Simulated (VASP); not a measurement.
# Cd4Se (P-3m1) in VASP: single point with PBE

Aim: the single point of Cd4Se with PBE.

All numbers are computed with VASP 6.6.1; they aren't measurements. Logs are shortened: lines on timing, memory, paths and dates and some standing lists are left out, and cuts for length are marked.

### 1 The cell of the first run

The structure is trigonal, space group P-3m1 (No. 164). The conventional cell has a = 3.907 Å, b = 3.907 Å, c = 9.512 Å, α = 90.00°, β = 90.00°, γ = 120.00°. Within 3.7 Å of Cd (site symmetry 3m) lie 3 Se at 2.84 Å and 3 Cd at 3.04 Å. Cd (site symmetry 3m) has 12 Cd at 3.01 to 3.91 Å within 4.0 Å. Se (site symmetry -3m) has 6 Cd at 2.84 Å within 3.7 Å.

### 2 Single point, PBE

File INCAR:

```
ALGO     = Normal         # electronic algorithm
EDIFF    = 1E-7           # SCF threshold, eV
ENCUT    = 520            # plane-wave cutoff, eV
GGA      = PE             # functional
ISIF     = 2              # what is computed and relaxed
ISMEAR   = 0              # smearing method
LASPH    = True           # aspherical terms in the spheres
LCHARG   = False          # write CHGCAR
LREAL    = False          # projectors in reciprocal space
LWAVE    = False          # write WAVECAR
NBANDS   = 35             # bands
NELM     = 100            # most SCF steps
PREC     = Accurate       # precision mode
SIGMA    = 0.2            # smearing width, eV
```

File KPOINTS:

```
k-points
0
Gamma
  6 6 2
```

File POSCAR:

```
Cd4Se
1.0
    3.9066300354      0.0000000000      0.0000000000
   -1.9533150177      3.3832408538      0.0000000000
    0.0000000000      0.0000000000      9.5121438566
Cd Se
4 1
Direct
    0.3333333333      0.6666666667      0.1809632720
    0.6666666667      0.3333333333      0.8190367280
    0.6666666667      0.3333333333      0.3948546313
    0.3333333333      0.6666666667      0.6051453687
    0.0000000000      0.0000000000      0.0000000000
```

Potentials or basis: VASP PAW PBE potentials, release 64 (Cd, Se).

The run is started by

```
$ cat potpaw_PBE.64/Cd/POTCAR potpaw_PBE.64/Se/POTCAR > POTCAR
$ mpirun -np 1 vasp_std > vasp.out
```

OUTCAR:

```text
EDIFF = 1E-7
   ENCUT = 520
   GGA = PE
   ISIF = 2
   ISMEAR = 0
   LASPH = True
   LREAL = False
   NELM = 100
   PREC = Accurate

 ion  position               nearest neighbor table
   1  0.333  0.667  0.181-   5 2.84   5 2.84   5 2.84   3 3.04   3 3.04   3 3.04
   2  0.667  0.333  0.819-   5 2.84   5 2.84   5 2.84   4 3.04   4 3.04   4 3.04
   3  0.667  0.333  0.395-   4 3.01   4 3.01   4 3.01   1 3.04   1 3.04   1 3.04
   4  0.333  0.667  0.605-   3 3.01   3 3.01   3 3.01   2 3.04   2 3.04   2 3.04
   5  0.000  0.000  0.000-   1 2.84   2 2.84   1 2.84   2 2.84   2 2.84   1 2.84

  LATTYP: Found a hexagonal cell.
 ALAT       =     3.9066300354
 C/A-ratio  =     2.4348719409

  Lattice vectors:

 A1 = (   3.9066300354,   0.0000000000,   0.0000000000)
 A2 = (  -1.9533150177,   3.3832408538,   0.0000000000)
 A3 = (   0.0000000000,   0.0000000000,   9.5121438566)

Analysis of symmetry for initial positions (statically):
=====================================================================
 Subroutine PRICEL returns:
 Original cell was already a primitive cell.

 Routine SETGRP: Setting up the symmetry group for a
 hexagonal supercell.

 Subroutine GETGRP returns: Found 12 space group operations
 (whereof 12 operations were pure point group operations)
 out of a pool of 24 trial point group operations.

The static configuration has the point symmetry D_3d.

Analysis of symmetry for dynamics (positions and initial velocities):
=====================================================================
 Subroutine PRICEL returns:
 Original cell was already a primitive cell.

 Routine SETGRP: Setting up the symmetry group for a
 hexagonal supercell.

 Subroutine GETGRP returns: Found 12 space group operations
 (whereof 12 operations were pure point group operations)
 out of a pool of 24 trial point group operations.

The dynamic configuration has the point symmetry D_3d.

 Subroutine INISYM returns: Found 12 space group operations
 (whereof 12 operations are pure point group operations),
 and found     1 'primitive' translations

----------------------------------------------------------------------------------------

                                     Primitive cell

  volume of cell :     125.7227

  direct lattice vectors                    reciprocal lattice vectors
     3.906630035  0.000000000  0.000000000     0.255975096  0.147787291  0.000000000
    -1.953315018  3.383240854  0.000000000     0.000000000  0.295574582  0.000000000
     0.000000000  0.000000000  9.512143857     0.000000000  0.000000000  0.105128772

  length of vectors
     3.906630035  3.906630035  9.512143857     0.295574582  0.295574582  0.105128772

  position of ions in fractional coordinates (direct lattice)
     0.333333333  0.666666667  0.180963272
     0.666666667  0.333333333  0.819036728
     0.666666667  0.333333333  0.394854631
     0.333333333  0.666666667  0.605145369
     0.000000000  0.000000000  0.000000000

  ion indices of the primitive-cell ions
   primitive index   ion index
                 1           1
                 2           2
                 3           3
                 4           4
                 5           5

----------------------------------------------------------------------------------------

 KPOINTS: k-points

Automatic generation of k-mesh.
 Grid dimensions read from file:
 generate k-points for:    6    6    2

 Generating k-lattice:

  Cartesian coordinates                     Fractional coordinates (reciprocal lattice)
     0.042662516  0.024631215  0.000000000     0.166666667 -0.000000000  0.000000000
     0.000000000  0.049262430  0.000000000     0.000000000  0.166666667  0.000000000
     0.000000000  0.000000000  0.052564386     0.000000000  0.000000000  0.500000000

  Length of vectors
     0.049262430  0.049262430  0.052564386

  Shift w.r.t. Gamma in fractional coordinates (k-lattice)
     0.000000000  0.000000000  0.000000000

 Subroutine IBZKPT returns following result:
 ===========================================

 Found     14 irreducible k-points:

 Following reciprocal coordinates:
            Coordinates               Weight
  0.000000  0.000000  0.000000      1.000000
  0.166667 -0.000000  0.000000      6.000000
  0.333333 -0.000000  0.000000      6.000000
  0.500000  0.000000  0.000000      3.000000
  0.166667  0.166667  0.000000      6.000000
  0.333333  0.166667  0.000000     12.000000
  0.333333  0.333333  0.000000      2.000000
  0.000000  0.000000  0.500000      1.000000
  0.166667 -0.000000  0.500000      6.000000
  0.333333 -0.000000  0.500000      6.000000
  0.500000  0.000000  0.500000      3.000000
  0.166667  0.166667  0.500000      6.000000
  0.333333  0.166667  0.500000     12.000000
  0.333333  0.333333  0.500000      2.000000
   k-points           NKPTS =     14   k-points in BZ     NKDIM =     14   number of bands    NBANDS=     35
   number of dos      NEDOS =    301   number of ions     NIONS =      5
   total plane-waves  NPLWV =  64800
   dimension x,y,z NGX =    30 NGY =   30 NGZ =   72
   dimension x,y,z NGXF=    60 NGYF=   60 NGZF=  144
   ions per type =               4   1
   NGX,Y,Z   is equivalent  to a cutoff of  12.77, 12.77, 12.58 a.u.
   NGXF,Y,Z  is equivalent  to a cutoff of  25.53, 25.53, 25.17 a.u.
 SYSTEM =  unknown system
   PREC   = accura    normal or accurate (medium, high low for compatibility)
   ISTART =      0    job   : 0-new  1-cont  2-samecut
   ICHARG =      2    charge: 1-file 2-atom 10-const
   ISPIN  =      1    spin polarized calculation?
   LNONCOLLINEAR =      F non collinear calculations
   LSORBIT =      F    spin-orbit coupling
   LASPH  =      T    aspherical Exc in radial PAW
   ENCUT  =  520.0 eV  38.22 Ry    6.18 a.u.   7.26  7.26 17.69*2*pi/ulx,y,z
   NELM   =    100;   NELMIN=  2; NELMDL= -5     # of ELM steps
   EDIFF  = 0.1E-06   stopping-criterion for ELM
   LREAL  =      F    real-space projection
   EDIFFG = 0.1E-05   stopping-criterion for IOM
   NSW    =      0    number of steps for IOM
   IBRION =     -1    ionic relax: 0-MD 1-quasi-New 2-CG
   NFREE  =      0    steps in history (QN), initial steepest desc. (CG)
   ISIF   =      2    stress and relaxation
   ISYM   =      2    0-nonsym 1-usesym 2-fastsym
   POTIM  = 0.5000    time-step for ionic-motion
   TEBEG  =    0.0;   TEEND  =   0.0 temperature during run
   PSTRESS=    0.0 pullay stress
   NELECT =      54.0000    total number of electrons
   NUPDOWN=      -1.0000    fix difference up-down
   EMIN   =  10.00;   EMAX   =-10.00  energy-range for DOS
   EFERMI =   0.00;   METHOD = LEGACY
   ISMEAR =     0;   SIGMA  =   0.20  broadening in eV -4-tet -1-fermi 0-gaus
   EFERMI_NEDOS =   21; number of points for ismear=-14 and -15
   IALGO  =     38    algorithm
   IMIX   =      4    mixing-type and parameters
     AMIX     =   0.40;   BMIX     =  1.00
     AMIX_MAG =   1.60;   BMIX_MAG =  1.00
  volume/ion in A,a.u.               =      25.14       169.68
  Fermi-wavevector in a.u.,A,eV,Ry     =   1.235193  2.334177 20.758438  1.525702
  Thomas-Fermi vector in A             =   2.369853
   LORBIT       =      0    0 simple, 1 ext, 2 COOP (PROOUT), +10 PAW based schemes
   GGA     = PE    functional components
   LHFCALC =     F    Hartree Fock is set to
   AEXX    =    0.0000 exact exchange contribution
   IVDW    =     0    specifies the selected vdW correction
   LEPSILON=     F    determine dielectric tensor
   LRPA    =     F    only Hartree local field effects (RPA)
 non-spin polarized calculation
 Gauss-broadening in eV      SIGMA  =   0.20
  energy-cutoff  :      520.00
  volume of cell :      125.72
 maximum number of plane-waves:      3425
 NGX is ok and might be reduce to    30
   NGX = 15   NGY = 15   NGZ = 35

 number of electron      54.0000003 magnetization

 Free energy of the ion-electron system (eV)
  ---------------------------------------------------
  ext. energy  EPLUGINS =         0.00000000
  ---------------------------------------------------
  free energy    TOTEN  =        -7.02243783 eV

  energy without entropy =       -6.99485014  energy(sigma->0) =       -7.00864398

 E-fermi :   2.3361     XC(G=0): -10.0003

 val. band max:        2.0233209817   @ k =   0.1667   0.1667   0.0000
 cond. band min:       2.3463412314   @ k =   0.3333   0.3333   0.5000
 fundamental gap:      0.3230202497
 Fermi energy:         2.3361174044

 k-point     1 :       0.0000    0.0000    0.0000
  band No.  band energies     occupation
      1     -11.3306      2.00000
      2      -6.9764      2.00000
      3      -6.9567      2.00000
      4      -6.9567      2.00000
      5      -6.9465      2.00000
      6      -6.9465      2.00000
[... 27 lines left out ...]
     34       9.7310      0.00000
     35       9.7310      0.00000

 k-point     2 :       0.1667   -0.0000    0.0000
  band No.  band energies     occupation
      1     -11.2016      2.00000
      2      -6.9716      2.00000
      3      -6.9473      2.00000
      4      -6.9445      2.00000
      5      -6.8969      2.00000
      6      -6.8841      2.00000
[... 27 lines left out ...]
     34       8.1733      0.00000
     35       9.3492      0.00000

 k-point     3 :       0.3333   -0.0000    0.0000
  band No.  band energies     occupation
      1     -10.9254      2.00000
      2      -6.9832      2.00000
      3      -6.9622      2.00000
      4      -6.9308      2.00000
      5      -6.7899      2.00000
      6      -6.7579      2.00000
[... 27 lines left out ...]
     34       7.9676      0.00000
     35       8.7504      0.00000
[... 343 lines left out ...]
 k-point    13 :       0.3333    0.1667    0.5000
  band No.  band energies     occupation
      1     -10.7796      2.00000
      2      -7.0161      2.00000
      3      -6.9195      2.00000
      4      -6.8028      2.00000
      5      -6.7973      2.00000
      6      -6.7299      2.00000
[... 27 lines left out ...]
     34       7.8154      0.00000
     35       8.4634      0.00000

 k-point    14 :       0.3333    0.3333    0.5000
  band No.  band energies     occupation
      1     -10.7060      2.00000
      2      -7.0595      2.00000
      3      -6.8056      2.00000
      4      -6.8056      2.00000
      5      -6.7141      2.00000
      6      -6.6471      2.00000
[... 27 lines left out ...]
     34       8.5251      0.00000
     35       8.7073      0.00000

------------------------ aborting loop because EDIFF is reached ----------------------------------------

  FORCE on cell =-STRESS in cart. coord.  units (eV):
  Direction    XX          YY          ZZ          XY          YZ          ZX
  --------------------------------------------------------------------------------------
  -------------------------------------------------------------------------------------
  Total        0.5783969      0.5783969      0.0413130     -0.0000000      0.0000000      0.0000000
  in kB        7.3709415      7.3709415      0.5264825     -0.0000000      0.0000000      0.0000000
  external PRESSURE =       5.0894552 kB  Pullay stress =       0.0000000 kB

 VOLUME and BASIS-vectors are now :
 -----------------------------------------------------------------------------
  energy-cutoff  :      520.00
  volume of cell :      125.72
      direct lattice vectors                 reciprocal lattice vectors
     3.906630035  0.000000000  0.000000000     0.255975096  0.147787291  0.000000000
    -1.953315018  3.383240854  0.000000000     0.000000000  0.295574582  0.000000000
     0.000000000  0.000000000  9.512143857     0.000000000  0.000000000  0.105128772

 POSITION                                       TOTAL-FORCE (eV/Angst)
 -----------------------------------------------------------------------------------
     -0.00000      2.25549      1.72135         0.000000     -0.000000     -0.045602
      1.95332      1.12775      7.79080        -0.000000      0.000000      0.045602
      1.95332      1.12775      3.75591         0.000000     -0.000000      0.001111
     -0.00000      2.25549      5.75623        -0.000000      0.000000     -0.001111
      0.00000      0.00000      0.00000        -0.000000      0.000000     -0.000000
 -----------------------------------------------------------------------------------
    total drift:                                0.000000      0.000000      0.000000

  FREE ENERGIE OF THE ION-ELECTRON SYSTEM (eV)
  ---------------------------------------------------
  free  energy   TOTEN  =        -7.0224378308 eV

  energy  without entropy=       -6.9948501370  energy(sigma->0) =       -7.00864398
```

Run time: 44 s. Hardware: 1 thread of Intel Xeon Platinum 8488C (Sapphire Rapids), shared host; peak memory 0.25 GiB.

What came out:

```
Free energy            : -7.0224 eV
Pressure               : 0.5 GPa
Largest force          : 0.046 eV/Å
Band gap on the k mesh : zero (band 27 reaches 2.79 eV, above the bottom of band 28 at 1.07 eV)
```

Forces on the atoms (eV/Å):
```
Cd   0.000  0.000 -0.046
Cd   0.000  0.000  0.046
Cd   0.000  0.000  0.001
Cd   0.000  0.000 -0.001
Se   0.000  0.000  0.000
```
